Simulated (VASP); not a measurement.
# RbCl (Fm-3m) in VASP: further runs

RbCl is run at these levels: PBE; tasks: single point.

Program: VASP 6.6.1. These are calculated values, not measurements. Logs are shortened: lines on timing, memory, paths and dates and some standing lists are left out, and cuts for length are marked.

## Step 1: The cell of the first run

The structure is cubic, space group Fm-3m (No. 225). The conventional cell has a = 6.548 Å, b = 6.548 Å, c = 6.548 Å, α = 90.00°, β = 90.00°, γ = 90.00°. Rb (site symmetry m-3m) has 6 Cl at 3.27 Å within 4.3 Å. Cl (site symmetry m-3m) has 6 Rb at 3.27 Å within 4.3 Å.

## Step 2: Single point, PBE

The input, INCAR:

```
  PREC = Accurate
  ENCUT = 500
  EDIFF = 1E-6
  ISMEAR = 0
  SIGMA = 0.02
  LREAL = F
  LASPH = T
  NELM = 120
  ALGO = Normal
  ISIF = 2
  LWAVE = F
  LCHARG = F
  GGA = PE
  NBANDS = 15
  GGA_COMPAT = F
```

The input, KPOINTS:

```
Automatic mesh
0
Gamma
  6 6 6
```

The input, POSCAR:

```
RbCl
1.0
    0.0000000000      3.2740000000      3.2740000000
    3.2740000000      0.0000000000      3.2740000000
    3.2740000000      3.2740000000      0.0000000000
Rb Cl
1 1
Direct
    0.0000000000      0.0000000000      0.0000000000
    0.5000000000      0.5000000000      0.5000000000
```

Potentials or basis: VASP PAW PBE potentials, release 64 (Rb_sv, Cl).

Started as:

```bash
$ cat potpaw_PBE.64/Rb_sv/POTCAR potpaw_PBE.64/Cl/POTCAR > POTCAR
$ mpirun -np 1 vasp_std > vasp.out
```

OUTCAR:

```text
PREC = Accurate
   ENCUT = 500
   EDIFF = 1E-6
   ISMEAR = 0
   LREAL = F
   LASPH = T
   NELM = 120
   ISIF = 2
   GGA = PE

 ion  position               nearest neighbor table
   1  0.000  0.000  0.000-   2 3.27   2 3.27   2 3.27   2 3.27   2 3.27   2 3.27
   2  0.500  0.500  0.500-   1 3.27   1 3.27   1 3.27   1 3.27   1 3.27   1 3.27

  LATTYP: Found a face centered cubic cell.
 ALAT       =     6.5480000000

  Lattice vectors:

 A1 = (   0.0000000000,   3.2740000000,   3.2740000000)
 A2 = (   3.2740000000,   0.0000000000,   3.2740000000)
 A3 = (   3.2740000000,   3.2740000000,   0.0000000000)

Analysis of symmetry for initial positions (statically):
=====================================================================
 Subroutine PRICEL returns:
 Original cell was already a primitive cell.

 Routine SETGRP: Setting up the symmetry group for a
 face centered cubic supercell.

 Subroutine GETGRP returns: Found 48 space group operations
 (whereof 48 operations were pure point group operations)
 out of a pool of 48 trial point group operations.

The static configuration has the point symmetry O_h .

Analysis of symmetry for dynamics (positions and initial velocities):
=====================================================================
 Subroutine PRICEL returns:
 Original cell was already a primitive cell.

 Routine SETGRP: Setting up the symmetry group for a
 face centered cubic supercell.

 Subroutine GETGRP returns: Found 48 space group operations
 (whereof 48 operations were pure point group operations)
 out of a pool of 48 trial point group operations.

The dynamic configuration has the point symmetry O_h .

 Subroutine INISYM returns: Found 48 space group operations
 (whereof 48 operations are pure point group operations),
 and found     1 'primitive' translations

----------------------------------------------------------------------------------------

                                     Primitive cell

  volume of cell :      70.1885

  direct lattice vectors                    reciprocal lattice vectors
     0.000000000  3.274000000  3.274000000    -0.152718387  0.152718387  0.152718387
     3.274000000  0.000000000  3.274000000     0.152718387 -0.152718387  0.152718387
     3.274000000  3.274000000  0.000000000     0.152718387  0.152718387 -0.152718387

  length of vectors
     4.630135203  4.630135203  4.630135203     0.264516006  0.264516006  0.264516006

  position of ions in fractional coordinates (direct lattice)
     0.000000000  0.000000000  0.000000000
     0.500000000  0.500000000  0.500000000

  ion indices of the primitive-cell ions
   primitive index   ion index
                 1           1
                 2           2

----------------------------------------------------------------------------------------

 KPOINTS: Automatic mesh

Automatic generation of k-mesh.
 Grid dimensions read from file:
 generate k-points for:    6    6    6

 Generating k-lattice:

  Cartesian coordinates                     Fractional coordinates (reciprocal lattice)
    -0.025453065  0.025453065  0.025453065     0.166666667  0.000000000  0.000000000
     0.025453065 -0.025453065  0.025453065     0.000000000  0.166666667  0.000000000
     0.025453065  0.025453065 -0.025453065     0.000000000  0.000000000  0.166666667

  Length of vectors
     0.044086001  0.044086001  0.044086001

  Shift w.r.t. Gamma in fractional coordinates (k-lattice)
     0.000000000  0.000000000  0.000000000

 Subroutine IBZKPT returns following result:
 ===========================================

 Found     16 irreducible k-points:

 Following reciprocal coordinates:
            Coordinates               Weight
  0.000000  0.000000  0.000000      1.000000
  0.166667  0.000000  0.000000      8.000000
  0.333333  0.000000  0.000000      8.000000
  0.500000  0.000000  0.000000      4.000000
  0.166667  0.166667  0.000000      6.000000
  0.333333  0.166667  0.000000     24.000000
[... 8 lines left out ...]
 -0.333333  0.333333  0.166667     24.000000
 -0.333333  0.500000  0.166667     12.000000
   k-points           NKPTS =     16   k-points in BZ     NKDIM =     16   number of bands    NBANDS=     15
   number of dos      NEDOS =    301   number of ions     NIONS =      2
   total plane-waves  NPLWV =  46656
   dimension x,y,z NGX =    36 NGY =   36 NGZ =   36
   dimension x,y,z NGXF=    72 NGYF=   72 NGZF=   72
   ions per type =               1   1
   NGX,Y,Z   is equivalent  to a cutoff of  12.93, 12.93, 12.93 a.u.
   NGXF,Y,Z  is equivalent  to a cutoff of  25.85, 25.85, 25.85 a.u.
 SYSTEM =  unknown system
   PREC   = accura    normal or accurate (medium, high low for compatibility)
   ISTART =      0    job   : 0-new  1-cont  2-samecut
   ICHARG =      2    charge: 1-file 2-atom 10-const
   ISPIN  =      1    spin polarized calculation?
   LNONCOLLINEAR =      F non collinear calculations
   LSORBIT =      F    spin-orbit coupling
[... 62 lines left out ...]
      2     -13.8324      2.00000
      3      -9.7558      2.00000
      4      -9.7558      2.00000
      5      -9.7558      2.00000
      6      -1.8204      2.00000
      7      -1.8204      2.00000
      8      -1.8204      2.00000
      9       3.2264      0.00000
     10       6.1833      0.00000
     11       6.1833      0.00000
     12       6.1833      0.00000
     13       7.1766      0.00000
     14       7.1766      0.00000
     15      10.3366      0.00000

 k-point     2 :       0.1667    0.0000    0.0000
  band No.  band energies     occupation
      1     -25.7027      2.00000
      2     -13.8494      2.00000
      3      -9.7590      2.00000
      4      -9.7590      2.00000
      5      -9.7480      2.00000
      6      -2.0833      2.00000
      7      -1.9135      2.00000
      8      -1.9135      2.00000
      9       3.8562      0.00000
     10       6.0150      0.00000
     11       6.5335      0.00000
     12       6.5335      0.00000
     13       7.5938      0.00000
     14       7.5938      0.00000
     15      11.4080      0.00000

 k-point     3 :       0.3333    0.0000    0.0000
  band No.  band energies     occupation
      1     -25.6941      2.00000
      2     -13.8832      2.00000
      3      -9.7652      2.00000
      4      -9.7652      2.00000
      5      -9.7330      2.00000
      6      -2.5176      2.00000
      7      -2.0892      2.00000
      8      -2.0892      2.00000
      9       5.2046      0.00000
     10       6.0228      0.00000
     11       7.5011      0.00000
     12       7.5011      0.00000
     13       8.6509      0.00000
     14       8.6509      0.00000
     15      11.1305      0.00000

 k-point     4 :       0.5000    0.0000    0.0000
  band No.  band energies     occupation
      1     -25.6898      2.00000
      2     -13.9000      2.00000
      3      -9.7683      2.00000
      4      -9.7683      2.00000
      5      -9.7256      2.00000
      6      -2.7049      2.00000
      7      -2.1724      2.00000
      8      -2.1724      2.00000
      9       5.9820      0.00000
     10       6.2106      0.00000
     11       8.3870      0.00000
     12       8.3870      0.00000
     13       9.6017      0.00000
     14       9.6017      0.00000
     15      10.3330      0.00000
[... 163 lines left out ...]
 k-point    14 :       0.5000    0.3333    0.1667
  band No.  band energies     occupation
      1     -25.6888      2.00000
      2     -13.8456      2.00000
      3      -9.8736      2.00000
      4      -9.8464      2.00000
      5      -9.7602      2.00000
      6      -2.4056      2.00000
      7      -2.1126      2.00000
      8      -1.9790      2.00000
      9       5.3492      0.00000
     10       5.7759      0.00000
     11       7.8648      0.00000
     12       8.4844      0.00000
     13       8.7697      0.00000
     14       9.0571      0.00000
     15       9.9779      0.00000

 k-point    15 :      -0.3333    0.3333    0.1667
  band No.  band energies     occupation
      1     -25.6860      2.00000
      2     -13.8390      2.00000
      3      -9.9027      2.00000
      4      -9.8949      2.00000
      5      -9.7444      2.00000
      6      -2.3762      2.00000
      7      -2.0956      2.00000
      8      -2.0866      2.00000
      9       5.9138      0.00000
     10       5.9796      0.00000
     11       7.7937      0.00000
     12       7.8818      0.00000
     13       9.2597      0.00000
     14       9.8750      0.00000
     15      10.2965      0.00000

 k-point    16 :      -0.3333    0.5000    0.1667
  band No.  band energies     occupation
      1     -25.6848      2.00000
      2     -13.8094      2.00000
      3      -9.9870      2.00000
      4      -9.9042      2.00000
      5      -9.7725      2.00000
      6      -2.1900      2.00000
      7      -2.1048      2.00000
      8      -1.9984      2.00000
      9       5.0903      0.00000
     10       6.7851      0.00000
     11       7.0653      0.00000
     12       8.0993      0.00000
     13       9.0914      0.00000
     14      10.0085      0.00000
     15      10.5467      0.00000

------------------------ aborting loop because EDIFF is reached ----------------------------------------

  FORCE on cell =-STRESS in cart. coord.  units (eV):
  Direction    XX          YY          ZZ          XY          YZ          ZX
  --------------------------------------------------------------------------------------
  -------------------------------------------------------------------------------------
  Total        0.5041963      0.5041963      0.5041963      0.0000000     -0.0000000      0.0000000
  in kB       11.5091763     11.5091763     11.5091763      0.0000000     -0.0000000      0.0000000
  external PRESSURE =      11.5091763 kB  Pullay stress =       0.0000000 kB

 VOLUME and BASIS-vectors are now :
 -----------------------------------------------------------------------------
  energy-cutoff  :      500.00
  volume of cell :       70.19
      direct lattice vectors                 reciprocal lattice vectors
     0.000000000  3.274000000  3.274000000    -0.152718387  0.152718387  0.152718387
     3.274000000  0.000000000  3.274000000     0.152718387 -0.152718387  0.152718387
     3.274000000  3.274000000  0.000000000     0.152718387  0.152718387 -0.152718387

 POSITION                                       TOTAL-FORCE (eV/Angst)
 -----------------------------------------------------------------------------------
      0.00000      0.00000      0.00000         0.000000      0.000000      0.000000
      3.27400      3.27400      3.27400        -0.000000     -0.000000     -0.000000
 -----------------------------------------------------------------------------------
    total drift:                                0.000000      0.000000      0.000000

  FREE ENERGIE OF THE ION-ELECTRON SYSTEM (eV)
  ---------------------------------------------------
  free  energy   TOTEN  =        -6.6581151128 eV

  energy  without entropy=       -6.6581151128  energy(sigma->0) =       -6.65811511
```

Run time: 22 s. Hardware: 1 thread of Intel Xeon 8259CL, shared host; peak memory 0.2 GiB.

What came out:

| Quantity | Value |
| --- | --- |
| Free energy | -6.6581 eV |
| Pressure | 1.2 GPa |
| Band gap on the k mesh | 5.05 eV, direct |

As with any semilocal functional, this PBE gap is likely too small.

## Step 3: Single point, PBE (volume scaled by 0.91)

The input, INCAR:

```
SYSTEM = RbCl
ALGO     = Normal         ! electronic algorithm
EDIFF    = 1E-6           ! SCF threshold, eV
ENCUT    = 500            ! plane-wave cutoff, eV
GGA      = PE             ! functional
GGA_COMPAT= .False.      
ISIF     = 2              ! what is computed and relaxed
ISMEAR   = 0              ! smearing method
LASPH    = .True.         ! aspherical terms in the spheres
LCHARG   = .False.        ! write CHGCAR
LREAL    = .False.        ! projectors in reciprocal space
LWAVE    = .False.        ! write WAVECAR
NBANDS   = 15             ! bands
NELM     = 120            ! most SCF steps
PREC     = Accurate       ! precision mode
SIGMA    = 0.02           ! smearing width, eV
```

The input, KPOINTS:

```
k-points
0
Gamma
  6 6 6
  0 0 0
```

The input, POSCAR:

```
RbCl
1.0
    0.0000000000      3.2454776203      3.2454776203
    3.2454776203      0.0000000000      3.2454776203
    3.2454776203      3.2454776203      0.0000000000
Rb Cl
1 1
Direct
    0.0000000000      0.0000000000      0.0000000000
    0.5000000000      0.5000000000      0.5000000000
```

Potentials or basis: VASP PAW PBE potentials, release 64 (Rb_sv, Cl).

Started as:

```bash
$ cat potpaw_PBE.64/Rb_sv/POTCAR potpaw_PBE.64/Cl/POTCAR > POTCAR
$ mpirun -np 1 vasp_std > vasp.out
```

Wall time 18 s (1 thread of Intel Xeon 8259CL, shared host); peak memory 0.2 GiB.

It converged, with:

```
Free energy            : -6.6415 eV
Pressure               : 1.7 GPa
Band gap on the k mesh : 5.13 eV, direct
```

Levels at points of the mesh, in eV from the valence-band top:
| k point | band 5 | band 6 | band 7 | band 8 | band 9 | band 10 | band 11 | band 12 |
| --- | --- | --- | --- | --- | --- | --- | --- | --- |
| (0.00, 0.00, 0.00) | -7.88 | 0.00 | 0.00 | 0.00 | 5.13 | 8.02 | 8.02 | 8.02 |
| (0.50, 0.00, 0.00) | -7.84 | -0.93 | -0.38 | -0.38 | 7.89 | 8.13 | 10.30 | 10.30 |
| (0.50, 0.50, 0.00) | -7.99 | -0.31 | -0.10 | -0.10 | 6.18 | 8.26 | 9.95 | 10.16 |

Caveat: the cell differs from its parent crystal (volume scaled by 0.91).

## Step 4: Single point, PBE (volume scaled by 0.97)

The input, INCAR:

```
PREC = Accurate
ENCUT = 500
EDIFF = 1E-6
ISMEAR = 0
SIGMA = 0.02
LREAL = F
LASPH = T
NELM = 120
ALGO = Normal
ISIF = 2
LWAVE = F
LCHARG = T
GGA = PE
LELF = T
LVHAR = T
NBANDS = 15
GGA_COMPAT = F
```

The input, KPOINTS:

```
Automatic mesh
0
Gamma
  6 6 6
```

The input, POSCAR:

```
RbCl
1.0
    0.0000000000      3.3152941404      3.3152941404
    3.3152941404      0.0000000000      3.3152941404
    3.3152941404      3.3152941404      0.0000000000
Rb Cl
1 1
Direct
    0.0000000000      0.0000000000      0.0000000000
    0.5000000000      0.5000000000      0.5000000000
```

Started as:

```bash
$ cat potpaw_PBE.64/Rb_sv/POTCAR potpaw_PBE.64/Cl/POTCAR > POTCAR
$ mpirun -np 1 vasp_std > vasp.out
```

Wall time 23 s (1 thread of Intel Xeon 8259CL, shared host); peak memory 0.2 GiB.

The run converged. Its results:

```
Free energy            : -6.6722 eV
Pressure               : 0.5 GPa
Band gap on the k mesh : 4.93 eV, direct
```

Levels at points of the mesh, in eV from the valence-band top:
```
           k point  band 4  band 5  band 6  band 7  band 8  band 9  band 10  band 11  band 12  band 13
(0.00, 0.00, 0.00)   -8.03   -8.03    0.00    0.00    0.00    4.93     7.98     7.98     7.98     8.95
(0.50, 0.00, 0.00)   -8.04   -8.00   -0.83   -0.32   -0.32    7.67     7.89    10.07    10.07    11.28
(0.50, 0.50, 0.00)   -8.12   -8.12   -0.32   -0.10   -0.10    6.22     7.96     9.59    10.02    10.29
```

Caveat: the cell differs from its parent crystal (volume scaled by 0.97).

## Step 5: Single point, PBE (volume scaled by 0.94)

The input, INCAR:

```
  PREC = Accurate
  ENCUT = 500
  EDIFF = 1E-6
  ISMEAR = 0
  SIGMA = 0.02
  LREAL = False
  LASPH = True
  NELM = 120
  ALGO = Normal
  ISIF = 2
  LWAVE = False
  LCHARG = True
  GGA = PE
  LELF = True
  LVHAR = True
  NBANDS = 15
  GGA_COMPAT = False
```

KPOINTS is that of step 4.

The input, POSCAR:

```
RbCl
1.0
    0.0000000000      3.2807573149      3.2807573149
    3.2807573149      0.0000000000      3.2807573149
    3.2807573149      3.2807573149      0.0000000000
Rb Cl
1 1
Direct
    0.0000000000      0.0000000000      0.0000000000
    0.5000000000      0.5000000000      0.5000000000
```

Started as:

```bash
$ cat potpaw_PBE.64/Rb_sv/POTCAR potpaw_PBE.64/Cl/POTCAR > POTCAR
$ mpirun -np 1 vasp_std > vasp.out
```

Run time: 26 s. Hardware: 1 thread of Intel Xeon 8259CL, shared host; peak memory 0.2 GiB.

Results (log left out):

- Free energy: -6.6612 eV
- Pressure: 1.0 GPa
- Band gap on the k mesh: 5.03 eV, direct

Levels at points of the mesh, in eV from the valence-band top:
```csv
k point,band 5,band 6,band 7,band 8,band 9,band 10,band 11,band 12
"(0.00, 0.00, 0.00)",-7.95,0.00,0.00,0.00,5.03,8.00,8.00,8.00
"(0.50, 0.00, 0.00)",-7.92,-0.88,-0.35,-0.35,7.78,8.01,10.18,10.18
"(0.50, 0.50, 0.00)",-8.05,-0.32,-0.10,-0.10,6.20,8.11,9.76,10.09
```

Caveat: the cell differs from its parent crystal (volume scaled by 0.94).

## Step 6: Single point, PBE

This run uses another cell than the first one, of 37.57 Å³/atom, 1.070 times its volume.

The input, INCAR:

```
SYSTEM = RbCl
PREC     = Accurate       ! precision mode
ENCUT    = 500            ! plane-wave cutoff, eV
EDIFF    = 1E-6           ! SCF threshold, eV
ISMEAR   = 0              ! smearing method
SIGMA    = 0.02           ! smearing width, eV
LREAL    = .False.        ! projectors in reciprocal space
LASPH    = .True.         ! aspherical terms in the spheres
NELM     = 120            ! most SCF steps
ALGO     = Normal         ! electronic algorithm
ISIF     = 2              ! what is computed and relaxed
LWAVE    = .False.        ! write WAVECAR
LCHARG   = .False.        ! write CHGCAR
GGA      = PE             ! functional
NBANDS   = 15             ! bands
GGA_COMPAT= .False.
```

The input, KPOINTS:

```
Automatic mesh
0
Gamma
  6 6 6
  0 0 0
```

The input, POSCAR:

```
RbCl
1.0
    0.0000000000      3.3491260091      3.3491260091
    3.3491260091      0.0000000000      3.3491260091
    3.3491260091      3.3491260091      0.0000000000
Rb Cl
1 1
Direct
    0.0000000000      0.0000000000      0.0000000000
    0.5000000000      0.5000000000      0.5000000000
```

Potentials or basis: VASP PAW PBE potentials, release 64 (Rb_sv, Cl).

Started as:

```bash
$ cat potpaw_PBE.64/Rb_sv/POTCAR potpaw_PBE.64/Cl/POTCAR > POTCAR
$ mpirun -np 1 vasp_std > vasp.out
```

It took 26 s on 1 thread of Intel Xeon 8259CL, shared host; peak memory 0.2 GiB.

It converged, with:

- Free energy: -6.6758 eV
- Pressure: 0.0 GPa
- Band gap on the k mesh: 4.83 eV, direct

Levels at points of the mesh, in eV from the valence-band top:
| k point | band 6 | band 7 | band 8 | band 9 | band 10 | band 11 |
| --- | --- | --- | --- | --- | --- | --- |
| (0.00, 0.00, 0.00) | 0.00 | 0.00 | 0.00 | 4.83 | 7.95 | 7.95 |
| (0.50, 0.00, 0.00) | -0.79 | -0.30 | -0.30 | 7.57 | 7.78 | 9.96 |
| (0.50, 0.50, 0.00) | -0.32 | -0.10 | -0.10 | 6.24 | 7.83 | 9.42 |

As with any semilocal functional, this PBE gap is likely too small.

## Step 7: Summary

| cell | gap on the mesh (eV) | pressure (GPa) |
| --- | --- | --- |
| a = 4.630 Å, angles 60.0°, 2 atoms | 5.05 | 1.2 |
| a = 4.590 Å, angles 60.0°, 2 atoms | 5.13 | 1.7 |
| a = 4.689 Å, angles 60.0°, 2 atoms | 4.93 | 0.5 |
| a = 4.640 Å, angles 60.0°, 2 atoms | 5.03 | 1.0 |
| a = 4.736 Å, angles 60.0°, 2 atoms | 4.83 | 0.0 |

Alike in all rows: task single point; level PBE; potentials or basis VASP PAW PBE potentials, release 64 (Rb_sv, Cl); no spin polarisation; k mesh 6 × 6 × 6; cutoff (eV) 500; smearing gaussian 0.02 eV.

Absolute energies hang on the potentials; compare differences alone.
